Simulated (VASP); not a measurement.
# Sr (P2_1/m) in VASP: single point with LDA

Aim: the single point of Sr with LDA.

Program: VASP 6.6.1. These are calculated values, not measurements. Logs are shortened: lines on timing, memory, paths and dates and some standing lists are left out, and cuts for length are marked.

## (1) The cell of the first run

The structure is monoclinic, space group P2_1/m (No. 11). Conventional cell: a = 4.102 Å, b = 6.715 Å, c = 4.102 Å, α = 90.00°, β = 120.00°, γ = 90.00°. Sr (site symmetry m) has 10 Sr at 3.62 to 4.34 Å within 4.8 Å.

## (2) Single point, LDA (mode 4 frozen in at -0.700 Å, normal strain along x +0.0000)

INCAR reads:

```
SYSTEM = Sr
PREC = Accurate
ENCUT = 520
EDIFF = 1E-7
ISMEAR = 0
SIGMA = 0.15
LREAL = .FALSE.
LASPH = .TRUE.
NELM = 80
ALGO = Fast
ISIF = 2
LWAVE = .FALSE.
LCHARG = .TRUE.
LELF = .TRUE.
LVHAR = .TRUE.
NBANDS = 17
```

KPOINTS reads:

```
Automatic mesh
0
G
  12 12 8
  0 0 0
```

POSCAR reads:

```
Sr
1.0
    4.1024545175      0.0000000000      0.0000000000
   -2.0512272588      3.5528298300      0.0000000000
    0.0000000000      0.0000000000      6.7154259278
Sr
2
Direct
    0.1627037756      0.6666666667      0.2500000000
    0.8372962244      0.3333333333      0.7500000000
```

Potentials or basis: VASP PAW LDA potentials, release 64 (Sr_sv).

Run with:

```console
$ cat potpaw_LDA.64/Sr_sv/POTCAR > POTCAR
$ mpirun -np 1 vasp_std > vasp.out
```

OUTCAR:

```text
SYSTEM = Sr
   PREC = Accurate
   ENCUT = 520
   EDIFF = 1E-7
   ISMEAR = 0
   LREAL = .FALSE.
   LASPH = .TRUE.
   NELM = 80
   ISIF = 2

 ion  position               nearest neighbor table
   1  0.163  0.667  0.250-   2 3.62   2 3.62   2 4.34   2 4.34   2 4.92   2 4.92   2 4.96   2 4.96

   2  0.837  0.333  0.750-   1 3.62   1 3.62   1 4.34   1 4.34   1 4.92   1 4.92   1 4.96   1 4.96

  LATTYP: Found a hexagonal cell.
 ALAT       =     4.1024545175
 C/A-ratio  =     1.6369287945

  Lattice vectors:

 A1 = (   4.1024545175,   0.0000000000,   0.0000000000)
 A2 = (  -2.0512272588,   3.5528298300,   0.0000000000)
 A3 = (   0.0000000000,   0.0000000000,   6.7154259278)

Analysis of symmetry for initial positions (statically):
=====================================================================
 Subroutine PRICEL returns:
 Original cell was already a primitive cell.

 Routine SETGRP: Setting up the symmetry group for a
 hexagonal supercell.

 Subroutine GETGRP returns: Found  4 space group operations
 (whereof  2 operations were pure point group operations)
 out of a pool of 24 trial point group operations.

The static configuration has the point symmetry S_2 .
 The point group associated with its full space group is C_2h.

Analysis of symmetry for dynamics (positions and initial velocities):
=====================================================================
 Subroutine PRICEL returns:
 Original cell was already a primitive cell.

 Routine SETGRP: Setting up the symmetry group for a
 hexagonal supercell.

 Subroutine GETGRP returns: Found  4 space group operations
 (whereof  2 operations were pure point group operations)
 out of a pool of 24 trial point group operations.

The dynamic configuration has the point symmetry S_2 .
 The point group associated with its full space group is C_2h.

 Subroutine INISYM returns: Found  4 space group operations
 (whereof  2 operations are pure point group operations),
 and found     1 'primitive' translations

----------------------------------------------------------------------------------------

                                     Primitive cell

  volume of cell :      97.8795

  direct lattice vectors                    reciprocal lattice vectors
     4.102454518  0.000000000  0.000000000     0.243756511  0.140732887  0.000000000
    -2.051227259  3.552829830  0.000000000     0.000000000  0.281465775  0.000000000
     0.000000000  0.000000000  6.715425928     0.000000000  0.000000000  0.148910882

  length of vectors
     4.102454518  4.102454518  6.715425928     0.281465775  0.281465775  0.148910882

  position of ions in fractional coordinates (direct lattice)
     0.162703776  0.666666667  0.250000000
     0.837296224  0.333333333  0.750000000

  ion indices of the primitive-cell ions
   primitive index   ion index
                 1           1
                 2           2

----------------------------------------------------------------------------------------

 KPOINTS: Automatic mesh

Automatic generation of k-mesh.
 Grid dimensions read from file:
 generate k-points for:   12   12    8

 Generating k-lattice:

  Cartesian coordinates                     Fractional coordinates (reciprocal lattice)
     0.020313043  0.011727741  0.000000000     0.083333333  0.000000000  0.000000000
     0.000000000  0.023455481  0.000000000     0.000000000  0.083333333  0.000000000
     0.000000000  0.000000000  0.018613860     0.000000000  0.000000000  0.125000000

  Length of vectors
     0.023455481  0.023455481  0.018613860

  Shift w.r.t. Gamma in fractional coordinates (k-lattice)
     0.000000000  0.000000000  0.000000000

 Subroutine IBZKPT returns following result:
 ===========================================

 Found    370 irreducible k-points:

 Following reciprocal coordinates:
            Coordinates               Weight
  0.000000  0.000000  0.000000      1.000000
  0.083333  0.000000  0.000000      2.000000
  0.000000  0.083333  0.000000      2.000000
 -0.083333  0.083333  0.000000      2.000000
  0.166667  0.000000  0.000000      2.000000
  0.000000  0.166667  0.000000      2.000000
[... 16 lines left out ...]
  0.166667  0.083333  0.000000      2.000000
 -0.083333  0.250000  0.000000      2.000000
 [... further k-points ...]
   k-points           NKPTS =    370   k-points in BZ     NKDIM =    370   number of bands    NBANDS=     17
   number of dos      NEDOS =    301   number of ions     NIONS =      2
   total plane-waves  NPLWV =  51200
   dimension x,y,z NGX =    32 NGY =   32 NGZ =   50
   dimension x,y,z NGXF=    64 NGYF=   64 NGZF=  100
   ions per type =               2
   NGX,Y,Z   is equivalent  to a cutoff of  12.97, 12.97, 12.38 a.u.
   NGXF,Y,Z  is equivalent  to a cutoff of  25.94, 25.94, 24.76 a.u.
 SYSTEM =  Sr
   PREC   = accura    normal or accurate (medium, high low for compatibility)
   ISTART =      0    job   : 0-new  1-cont  2-samecut
   ICHARG =      2    charge: 1-file 2-atom 10-const
   ISPIN  =      1    spin polarized calculation?
   LNONCOLLINEAR =      F non collinear calculations
   LSORBIT =      F    spin-orbit coupling
   LASPH  =      T    aspherical Exc in radial PAW
   ENCUT  =  520.0 eV  38.22 Ry    6.18 a.u.   7.63  7.63 12.49*2*pi/ulx,y,z
   NELM   =     80;   NELMIN=  2; NELMDL= -5     # of ELM steps
   EDIFF  = 0.1E-06   stopping-criterion for ELM
   LREAL  =      F    real-space projection
   EDIFFG = 0.1E-05   stopping-criterion for IOM
   NSW    =      0    number of steps for IOM
   IBRION =     -1    ionic relax: 0-MD 1-quasi-New 2-CG
   NFREE  =      0    steps in history (QN), initial steepest desc. (CG)
   ISIF   =      2    stress and relaxation
   ISYM   =      2    0-nonsym 1-usesym 2-fastsym
   POTIM  = 0.5000    time-step for ionic-motion
   TEBEG  =    0.0;   TEEND  =   0.0 temperature during run
   PSTRESS=    0.0 pullay stress
   NELECT =      20.0000    total number of electrons
   NUPDOWN=      -1.0000    fix difference up-down
   EMIN   =  10.00;   EMAX   =-10.00  energy-range for DOS
   EFERMI =   0.00;   METHOD = LEGACY
   ISMEAR =     0;   SIGMA  =   0.15  broadening in eV -4-tet -1-fermi 0-gaus
   EFERMI_NEDOS =   21; number of points for ismear=-14 and -15
   IALGO  =     68    algorithm
   IMIX   =      4    mixing-type and parameters
     AMIX     =   0.40;   BMIX     =  1.00
     AMIX_MAG =   1.60;   BMIX_MAG =  1.00
  volume/ion in A,a.u.               =      48.94       330.26
  Fermi-wavevector in a.u.,A,eV,Ry     =   0.964245  1.822160 12.650278  0.929769
  Thomas-Fermi vector in A             =   2.093860
   LORBIT       =      0    0 simple, 1 ext, 2 COOP (PROOUT), +10 PAW based schemes
   GGA     = CA    functional components
   LHFCALC =     F    Hartree Fock is set to
   AEXX    =    0.0000 exact exchange contribution
   IVDW    =     0    specifies the selected vdW correction
   LEPSILON=     F    determine dielectric tensor
   LRPA    =     F    only Hartree local field effects (RPA)
 non-spin polarized calculation
 RMM-DIIS sequential band-by-band and
 Gauss-broadening in eV      SIGMA  =   0.15
  energy-cutoff  :      520.00
  volume of cell :       97.88
 maximum number of plane-waves:      2665
   NGX = 15   NGY = 15   NGZ = 25

 number of electron      20.0000000 magnetization

 Free energy of the ion-electron system (eV)
  ---------------------------------------------------
  ext. energy  EPLUGINS =         0.00000000
  ---------------------------------------------------
  free energy    TOTEN  =        -3.56418343 eV

  energy without entropy =       -3.53518421  energy(sigma->0) =       -3.54968382

 E-fermi :   1.7747     XC(G=0):  -7.9262

 val. band max:        1.7736802405   @ k =   0.4167   0.4167   0.0000
 cond. band min:       1.7767910433   @ k =   0.3333   0.3333   0.0000
 fundamental gap:      0.0031108028
 Fermi energy:         1.7746618334

 k-point     1 :       0.0000    0.0000    0.0000
  band No.  band energies     occupation
      1     -34.5048      2.00000
      2     -34.4600      2.00000
      3     -16.8720      2.00000
      4     -16.5048      2.00000
      5     -16.4630      2.00000
      6     -16.4560      2.00000
[... 9 lines left out ...]
     16       4.6264      0.00000
     17       5.1031      0.00000

 k-point     2 :       0.0833    0.0000    0.0000
  band No.  band energies     occupation
      1     -34.5034      2.00000
      2     -34.4591      2.00000
      3     -16.8664      2.00000
      4     -16.5169      2.00000
      5     -16.4752      2.00000
      6     -16.4646      2.00000
[... 9 lines left out ...]
     16       4.6451      0.00000
     17       4.8671      0.00000

 k-point     3 :       0.0000    0.0833    0.0000
  band No.  band energies     occupation
      1     -34.5034      2.00000
      2     -34.4591      2.00000
      3     -16.8664      2.00000
      4     -16.5172      2.00000
      5     -16.4753      2.00000
      6     -16.4645      2.00000
[... 9 lines left out ...]
     16       4.6370      0.00000
     17       4.8650      0.00000

 k-point     4 :      -0.0833    0.0833    0.0000
  band No.  band energies     occupation
      1     -34.5036      2.00000
      2     -34.4590      2.00000
      3     -16.8685      2.00000
      4     -16.5085      2.00000
      5     -16.4804      2.00000
      6     -16.4596      2.00000
[... 9 lines left out ...]
     16       4.7975      0.00000
     17       5.1479      0.00000
[... 343 lines left out ...]
      1     -34.5012      2.00000
      2     -34.4572      2.00000
      3     -16.8599      2.00000
      4     -16.5263      2.00000
      5     -16.5080      2.00000
      6     -16.4699      2.00000
[... 9 lines left out ...]
     16       4.7396      0.00000
     17       4.9356      0.00000

 k-point    23 :       0.1667    0.0833    0.0000
  band No.  band energies     occupation
      1     -34.4960      2.00000
      2     -34.4551      2.00000
      3     -16.8337      2.00000
      4     -16.5890      2.00000
      5     -16.5575      2.00000
      6     -16.4874      2.00000
[... 9 lines left out ...]
     16       4.7613      0.00000
     17       4.9408      0.00000

 k-point    24 :      -0.0833    0.2500    0.0000
  band No.  band energies     occupation
      1     -34.4968      2.00000
      2     -34.4544      2.00000
      3     -16.8422      2.00000
      4     -16.5730      2.00000
      5     -16.5540      2.00000
      6     -16.4885      2.00000
[... 9 lines left out ...]
     16       4.9903      0.00000
     17       5.2118      0.00000

 [... further k-points ...]
[... 5 lines left out ...]
  --------------------------------------------------------------------------------------
  -------------------------------------------------------------------------------------
  Total       -0.8761827     -0.2326850      1.1726667      0.5245220      0.0000000      0.0000000
  in kB      -14.3421257     -3.8087911     19.1952351      8.5858347      0.0000000      0.0000000
  external PRESSURE =       0.3481061 kB  Pullay stress =       0.0000000 kB

 VOLUME and BASIS-vectors are now :
 -----------------------------------------------------------------------------
  energy-cutoff  :      520.00
  volume of cell :       97.88
      direct lattice vectors                 reciprocal lattice vectors
     4.102454518  0.000000000  0.000000000     0.243756511  0.140732887  0.000000000
    -2.051227259  3.552829830  0.000000000     0.000000000  0.281465775  0.000000000
     0.000000000  0.000000000  6.715425928     0.000000000  0.000000000  0.148910882

 POSITION                                       TOTAL-FORCE (eV/Angst)
 -----------------------------------------------------------------------------------
     -0.70000      2.36855      1.67886         0.202494      0.370616     -0.000000
      2.75123      1.18428      5.03657        -0.202494     -0.370616      0.000000
 -----------------------------------------------------------------------------------
    total drift:                               -0.000000      0.000000     -0.000000

  FREE ENERGIE OF THE ION-ELECTRON SYSTEM (eV)
  ---------------------------------------------------
  free  energy   TOTEN  =        -3.5641834294 eV

  energy  without entropy=       -3.5351842091  energy(sigma->0) =       -3.54968382
```

Wall time 16 min (1 thread of Oxide Virtual Turin-like, shared host); peak memory 0.55 GiB.

What came out:

```yaml
Free_energy: -3.5642 eV
Pressure: 0.0 GPa
Largest_force: 0.422 eV/Å
Band_gap_on_the_k_mesh: zero (band 10 reaches 2.00 eV, above the bottom of band 11 at 1.56 eV)
```

Forces on the atoms (eV/Å):
```
Sr   0.202  0.371  0.000
Sr  -0.202 -0.371  0.000
```

Caveat: the cell differs from its parent crystal (mode 4 frozen in at -0.700 Å, normal strain along x +0.0000).
